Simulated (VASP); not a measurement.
## Na: single point with PBE

Crystal: Na.

```xyz
1
Lattice="-2.1175 2.1175 2.1175 2.1175 -2.1175 2.1175 2.1175 2.1175 -2.1175" Properties=species:S:1:pos:R:3 pbc="T T T"
Na    0.0000    0.0000    0.0000
```

```json
{"Program": "VASP 6.6.1", "Task": "single point", "Functional": "PBE", "Potentials or basis": "VASP PAW PBE potentials, release 64 (Na_pv)", "Cutoff": "520 eV", "k mesh": "12 × 12 × 12", "Occupations": "tetrahedron", "Spin": "no spin polarisation"}
```

```yaml
Pressure: -0.2 GPa
```

Levels at points of the mesh, in eV from the Fermi level:
```csv
k point,band 1,band 2,band 3,band 4,band 5,band 6,band 7,band 8,band 9
"(0.00, 0.00, 0.00)",-24.97,-24.97,-24.97,-3.27,11.53,11.53,11.53,12.52,12.52
"(0.50, 0.00, 0.00)",-25.00,-24.98,-24.97,0.70,1.14,8.06,8.95,9.07,10.13
"(0.50, 0.50, 0.50)",-24.99,-24.99,-24.99,4.43,4.43,4.77,4.77,4.77,7.44
```

Run time: 26 s on 1 thread of Intel(R) Xeon(R) Platinum 8259CL CPU @ 2.50GHz (Skylake/Cascade Lake), with other jobs on the host, peak memory 0.15 GiB.

Caveat: tetrahedron occupations give inexact forces and stress in metals.
